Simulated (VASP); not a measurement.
# Ti (Im-3m) in VASP: a series of runs, part 2 of 2

VASP 6.6.1. Earlier steps stand in the parts before.

### Step 4. Single point, PBEsol+U (volume scaled by 1.15)

INCAR reads:

```
ALGO = Normal
EDIFF = 1E-6
ENCUT = 520
GGA = PS
ISIF = 2
ISMEAR = -5
LASPH = T
LCHARG = T
LDAU = T
LDAUJ = 0
LDAUL = 2
LDAUPRINT = 1
LDAUTYPE = 2
LDAUU = 4
LELF = T
LMAXMIX = 4
LREAL = F
LVHAR = T
LWAVE = F
NBANDS = 12
NELM = 150
PREC = Accurate
SIGMA = 0.1
```

KPOINTS reads:

```
k-points
0
Gamma
  11 11 11
```

POSCAR reads:

```
Ti
1.0
   -1.7192585568      1.7192585568      1.7192585568
    1.7192585568     -1.7192585568      1.7192585568
    1.7192585568      1.7192585568     -1.7192585568
Ti
1
Direct
    0.0000000000      0.0000000000      0.0000000000
```

Potentials or basis: VASP PAW PBE potentials, release 64 (Ti_sv).

Run with:

```bash
$ cat potpaw_PBE.64/Ti_sv/POTCAR > POTCAR
$ mpirun -np 1 vasp_std > vasp.out
```

OUTCAR:

```text
EDIFF = 1E-6
   ENCUT = 520
   GGA = PS
   ISIF = 2
   ISMEAR = -5
   LASPH = T
   LREAL = F
   NELM = 150
   PREC = Accurate

 ion  position               nearest neighbor table
   1  0.000  0.000  0.000-

  LATTYP: Found a body centered cubic cell.
 ALAT       =     3.4385171136

  Lattice vectors:

 A1 = (  -1.7192585568,   1.7192585568,   1.7192585568)
 A2 = (   1.7192585568,  -1.7192585568,   1.7192585568)
 A3 = (   1.7192585568,   1.7192585568,  -1.7192585568)

Analysis of symmetry for initial positions (statically):
=====================================================================
 Subroutine PRICEL returns:
 Original cell was already a primitive cell.

 Routine SETGRP: Setting up the symmetry group for a
 body centered cubic supercell.

 Subroutine GETGRP returns: Found 48 space group operations
[... 9 lines left out ...]

 Routine SETGRP: Setting up the symmetry group for a
 body centered cubic supercell.

 Subroutine GETGRP returns: Found 48 space group operations
[... 11 lines left out ...]
                                     Primitive cell

  volume of cell :      20.3275

  direct lattice vectors                    reciprocal lattice vectors
    -1.719258557  1.719258557  1.719258557     0.000000000  0.290823040  0.290823040
     1.719258557 -1.719258557  1.719258557     0.290823040  0.000000000  0.290823040
     1.719258557  1.719258557 -1.719258557     0.290823040  0.290823040  0.000000000

  length of vectors
     2.977843172  2.977843172  2.977843172     0.411285887  0.411285887  0.411285887

  position of ions in fractional coordinates (direct lattice)
     0.000000000  0.000000000  0.000000000

  ion indices of the primitive-cell ions
   primitive index   ion index
                 1           1

----------------------------------------------------------------------------------------

 KPOINTS: k-points

Automatic generation of k-mesh.
 Grid dimensions read from file:
 generate k-points for:   11   11   11

 Generating k-lattice:

  Cartesian coordinates                     Fractional coordinates (reciprocal lattice)
     0.000000000  0.026438458  0.026438458     0.090909091  0.000000000  0.000000000
     0.026438458  0.000000000  0.026438458     0.000000000  0.090909091  0.000000000
     0.026438458  0.026438458  0.000000000     0.000000000  0.000000000  0.090909091

  Length of vectors
     0.037389626  0.037389626  0.037389626

  Shift w.r.t. Gamma in fractional coordinates (k-lattice)
     0.000000000  0.000000000  0.000000000

 TETIRR: Found   1471 inequivalent tetrahedra from     7986

 Subroutine IBZKPT returns following result:
 ===========================================

 Found     56 irreducible k-points:

 Following reciprocal coordinates:
            Coordinates               Weight
  0.000000  0.000000  0.000000      1.000000
  0.090909  0.000000  0.000000     12.000000
  0.181818  0.000000  0.000000     12.000000
[... 58 lines left out ...]
   IMIX   =      4    mixing-type and parameters
     AMIX     =   0.40;   BMIX     =  1.00
     AMIX_MAG =   1.60;   BMIX_MAG =  1.00
  volume/ion in A,a.u.               =      20.33       137.18
  Fermi-wavevector in a.u.,A,eV,Ry     =   1.373327  2.595212 25.660967  1.886028
  Thomas-Fermi vector in A             =   2.498854
   LORBIT       =      0    0 simple, 1 ext, 2 COOP (PROOUT), +10 PAW based schemes
 LDA+U is selected, type is set to LDAUTYPE =  2
   angular momentum for each species LDAUL =     2
   U (eV)           for each species LDAUU =   4.0
   J (eV)           for each species LDAUJ =   0.0
   GGA     = PS    functional components
   LHFCALC =     F    Hartree Fock is set to
   AEXX    =    0.0000 exact exchange contribution
   IVDW    =     0    specifies the selected vdW correction
   LEPSILON=     F    determine dielectric tensor
   LRPA    =     F    only Hartree local field effects (RPA)
 non-spin polarized calculation
 Fermi weights with tetrahedron method with Bloechl corrections
  energy-cutoff  :      520.00
  volume of cell :       20.33
 maximum number of plane-waves:       567
 NGX is ok and might be reduce to    24
   NGX = 11   NGY = 11   NGZ = 11

atom =   1  type =  1  l = 2

 onsite density matrix

spin component  1

  0.1573 -0.0000 -0.0000 -0.0000  0.0000
 -0.0000  0.1573  0.0000 -0.0000  0.0000
 -0.0000  0.0000  0.1698 -0.0000  0.0000
 -0.0000 -0.0000 -0.0000  0.1573 -0.0000
  0.0000  0.0000  0.0000 -0.0000  0.1698

spin component  2

  0.1573 -0.0000 -0.0000 -0.0000  0.0000
 -0.0000  0.1573  0.0000 -0.0000  0.0000
 -0.0000  0.0000  0.1698 -0.0000  0.0000
 -0.0000 -0.0000 -0.0000  0.1573 -0.0000
  0.0000  0.0000  0.0000 -0.0000  0.1698

 occupancies and eigenvectors

  o =  0.1573  v =  1.0000  0.0000  0.0000  0.0000  0.0000  0.0000  0.0000  0.0000  0.0000  0.0000      0.0000  0.0000  0.0000  0.0000  0.0000  0.0000  0.0000  0.0000  0.0000  0.0000
  o =  0.1573  v =  0.0000  0.0000  0.0000  0.0000  0.0000  1.0000  0.0000  0.0000  0.0000  0.0000      0.0000  0.0000  0.0000  0.0000  0.0000  0.0000  0.0000  0.0000  0.0000  0.0000
  o =  0.1573  v =  0.0000  0.2269 -0.0000  0.9739  0.0000  0.0000  0.0000  0.0000  0.0000  0.0000      0.0000  0.0000  0.0000  0.0000  0.0000  0.0000  0.0000  0.0000  0.0000  0.0000
  o =  0.1573  v =  0.0000 -0.9739  0.0000  0.2269 -0.0000  0.0000  0.0000  0.0000  0.0000  0.0000      0.0000  0.0000  0.0000  0.0000  0.0000  0.0000  0.0000  0.0000  0.0000  0.0000
  o =  0.1573  v =  0.0000  0.0000  0.0000  0.0000  0.0000  0.0000  0.2269 -0.0000  0.9739  0.0000      0.0000  0.0000  0.0000  0.0000  0.0000  0.0000  0.0000  0.0000  0.0000  0.0000
  o =  0.1573  v =  0.0000  0.0000  0.0000  0.0000  0.0000  0.0000 -0.9739  0.0000  0.2269 -0.0000      0.0000  0.0000  0.0000  0.0000  0.0000  0.0000  0.0000  0.0000  0.0000  0.0000
  o =  0.1698  v =  0.0000  0.0000  0.0000  0.0000  0.0000  0.0000 -0.0000 -0.9930 -0.0000  0.1181      0.0000  0.0000  0.0000  0.0000  0.0000  0.0000  0.0000  0.0000  0.0000  0.0000
  o =  0.1698  v =  0.0000 -0.0000 -0.9930 -0.0000  0.1181  0.0000  0.0000  0.0000  0.0000  0.0000      0.0000  0.0000  0.0000  0.0000  0.0000  0.0000  0.0000  0.0000  0.0000  0.0000
  o =  0.1698  v =  0.0000  0.0000  0.0000  0.0000  0.0000  0.0000  0.0000  0.1181  0.0000  0.9930      0.0000  0.0000  0.0000  0.0000  0.0000  0.0000  0.0000  0.0000  0.0000  0.0000
  o =  0.1698  v =  0.0000  0.0000  0.1181  0.0000  0.9930  0.0000  0.0000  0.0000  0.0000  0.0000      0.0000  0.0000  0.0000  0.0000  0.0000  0.0000  0.0000  0.0000  0.0000  0.0000

 number of electron      11.9999999 magnetization

 Free energy of the ion-electron system (eV)
  ---------------------------------------------------
  ext. energy  EPLUGINS =         0.00000000
  ---------------------------------------------------
  free energy    TOTEN  =        -5.14569331 eV

  energy without entropy =       -5.14569331  energy(sigma->0) =       -5.14569331

 E-fermi :   6.8900     XC(G=0): -10.9795

 val. band max:        6.8901470286   @ k =  -0.3636   0.3636   0.0909
 cond. band min:       6.9081557920   @ k =   0.3636   0.0909   0.0000
 fundamental gap:      0.0180087634
 Fermi energy:         6.8899569341

 k-point     1 :       0.0000    0.0000    0.0000
  band No.  band energies     occupation
      1     -51.0399      2.00000
      2     -27.0882      2.00000
      3     -27.0882      2.00000
      4     -27.0882      2.00000
      5       0.8240      2.00000
      6       7.8840      0.00000
      7       7.8840      0.00000
      8       7.8840      0.00000
      9       9.2927      0.00000
     10       9.2927      0.00000
     11      22.7969      0.00000
     12      22.7969      0.00000
[... 331 lines left out ...]
 k-point    24 :       0.3636    0.1818    0.0909
  band No.  band energies     occupation
      1     -50.9707      2.00000
      2     -27.3993      2.00000
      3     -27.2586      2.00000
      4     -27.1471      2.00000
      5       5.5425      2.00000
      6       6.4763      2.00000
      7       6.5811      2.03432
      8       9.4240      0.00000
      9       9.5788      0.00000
     10      12.0736      0.00000
     11      13.6874      0.00000
     12      16.1124      0.00000

 [... further k-points ...]
[... 5 lines left out ...]
  --------------------------------------------------------------------------------------
  -------------------------------------------------------------------------------------
  Total       -1.3428702     -1.3428702     -1.3428702      0.0000000     -0.0000000     -0.0000000
  in kB     -105.8427345   -105.8427345   -105.8427345      0.0000000     -0.0000000     -0.0000000
  external PRESSURE =    -105.8427345 kB  Pullay stress =       0.0000000 kB

 VOLUME and BASIS-vectors are now :
 -----------------------------------------------------------------------------
  energy-cutoff  :      520.00
  volume of cell :       20.33
      direct lattice vectors                 reciprocal lattice vectors
    -1.719258557  1.719258557  1.719258557     0.000000000  0.290823040  0.290823040
     1.719258557 -1.719258557  1.719258557     0.290823040  0.000000000  0.290823040
     1.719258557  1.719258557 -1.719258557     0.290823040  0.290823040  0.000000000

 POSITION                                       TOTAL-FORCE (eV/Angst)
 -----------------------------------------------------------------------------------
      0.00000      0.00000      0.00000        -0.000000      0.000000      0.000000
 -----------------------------------------------------------------------------------
    total drift:                               -0.000000      0.000000      0.000000

  FREE ENERGIE OF THE ION-ELECTRON SYSTEM (eV)
  ---------------------------------------------------
  free  energy   TOTEN  =        -5.1456933135 eV

  energy  without entropy=       -5.1456933135  energy(sigma->0) =       -5.14569331
```

OSZICAR:

```text
N       E                     dE             d eps       ncg     rms          rms(c)
DAV:   1     0.896547844446E+02    0.89655E+02   -0.64189E+03  1360   0.116E+03
DAV:   2    -0.243224880115E+01   -0.92087E+02   -0.89993E+02  1368   0.295E+02
DAV:   3    -0.703689039114E+01   -0.46046E+01   -0.45667E+01  1980   0.666E+01
DAV:   4    -0.712786971911E+01   -0.90979E-01   -0.90808E-01  1516   0.843E+00
DAV:   5    -0.713005889475E+01   -0.21892E-02   -0.21876E-02  1624   0.119E+00    0.836E+00
DAV:   6    -0.521394743287E+01    0.19161E+01   -0.35462E+00  1416   0.284E+01    0.231E+00
DAV:   7    -0.514701320207E+01    0.66934E-01   -0.30715E-01  1644   0.593E+00    0.164E+00
DAV:   8    -0.515493214830E+01   -0.79189E-02   -0.11649E-01  1468   0.528E+00    0.597E-01
DAV:   9    -0.514590086264E+01    0.90313E-02   -0.46308E-02  1400   0.254E+00    0.137E-01
DAV:  10    -0.514566249978E+01    0.23836E-03   -0.13699E-03  1624   0.476E-01    0.541E-02
DAV:  11    -0.514570196724E+01   -0.39467E-04   -0.92056E-05  1456   0.984E-02    0.213E-02
DAV:  12    -0.514568532271E+01    0.16645E-04   -0.34808E-05  1628   0.591E-02    0.533E-03
DAV:  13    -0.514568948258E+01   -0.41599E-05   -0.30725E-06  1624   0.129E-02    0.385E-03
DAV:  14    -0.514569148232E+01   -0.19997E-05   -0.34348E-07   820   0.753E-03    0.201E-03
DAV:  15    -0.514569320120E+01   -0.17189E-05   -0.14591E-07   704   0.373E-03    0.678E-04
DAV:  16    -0.514569331347E+01   -0.11227E-06   -0.23618E-08   708   0.195E-03
   1 F= -.51456933E+01 E0= -.51456933E+01  d E =0.000000E+00
```

It took 11 s on 1 thread of AMD EPYC 9R45 (Zen 5), shared host; peak memory 0.11 GiB.

What came out:

```
Free energy            : -5.1457 eV
Pressure               : -10.6 GPa
Band gap on the k mesh : zero (band 6 reaches 7.88 eV, above the bottom of band 7 at 6.31 eV)
```

Levels at points of the mesh, in eV from the Fermi level:
| k point | band 4 | band 5 | band 6 | band 7 | band 8 | band 9 |
| --- | --- | --- | --- | --- | --- | --- |
| (0.00, 0.00, 0.00) | -33.98 | -6.07 | 0.99 | 0.99 | 0.99 | 2.40 |

Eigenvalues of the final occupation matrices:
```csv
site,spin,trace,eigenvalues
site 1 d,1,0.81,0.16 0.16 0.16 0.17 0.17
site 1 d,2,0.81,0.16 0.16 0.16 0.17 0.17
```

Caveat: the PAW data sets were made with another functional, which shifts forces and pressure a little; U without spin polarisation on a metal has little footing; the U is typed as a test and isn't derived for this compound; tetrahedron occupations give inexact forces and stress in metals.

### Step 5. Overview

| task | level | potentials or basis | U | cell | cutoff (eV) | smearing | gap on the mesh (eV) | pressure (GPa) |
| --- | --- | --- | --- | --- | --- | --- | --- | --- |
| single point | LDA | VASP PAW LDA potentials, release 64 (Ti_sv) | - | a = 2.842 Å, angles 109.5°, 1 atom | 520 | fermi-dirac 0.05 eV | none | -11.0 |
| relaxation of cell and atoms | LDA | VASP PAW LDA potentials, release 64 (Ti_sv) | - | relaxed from a = 2.842 Å, angles 109.5°, 1 atom | 600 | fermi-dirac 0.05 eV | none | 0.0 |
| single point | PBEsol+U | VASP PAW PBE potentials, release 64 (Ti_sv) | Ti d U = 4.0 eV | a = 2.978 Å, angles 109.5°, 1 atom | 520 | tetrahedron | none | -10.6 |

Alike in all rows: no spin polarisation; k mesh 11 × 11 × 11.

Caveats: the PAW data sets were made with another functional, which shifts forces and pressure a little (some runs); U without spin polarisation on a metal has little footing (some runs); the U is typed as a test and isn't derived for this compound (some runs); tetrahedron occupations give inexact forces and stress in metals (some runs).

Absolute energies hang on the potentials; compare differences alone.
